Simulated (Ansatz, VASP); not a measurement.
## Ge: VASP beside Ansatz

```
CELL_PARAMETERS angstrom
0.00000 2.74665 3.10097
2.74665 0.00000 3.10097
2.74665 2.74665 0.00000
ATOMIC_POSITIONS crystal
Ge 0.50000 0.50000 0.50000
Ge 0.75000 0.75000 0.75000
```

Alike in both runs: task single point; functional LDA; k mesh 16 × 16 × 16; occupations gaussian, width 0.15 eV; no spin polarisation.

|  | VASP | Ansatz |
| --- | --- | --- |
| version | VASP 6.6.1 | Ansatz 0.2.0 |
| potentials or method | VASP PAW LDA potentials, release 64 (Ge_d), cutoff 520 eV | scalar-relativistic, plane waves, PAW |
| valence electrons in the cell | 28 | 28 |

Ansatz gave:

```
gap on the k mesh at the Fermi level (eV)                     : none
pressure (GPa)                                                : -3.1
traceless stress, the component that is largest in VASP (GPa) : -6.51
```

Q: Which values does VASP return?

A: gap on the k mesh at the Fermi level (eV): none; pressure (GPa): -3.0; traceless stress, the component that is largest in VASP (GPa): -6.53.

LDA's correlation is that of Perdew and Zunger in VASP and of Perdew and Wang (1992) in Ansatz. A gap of «none» marks a metal or a gap that the smearing closes.
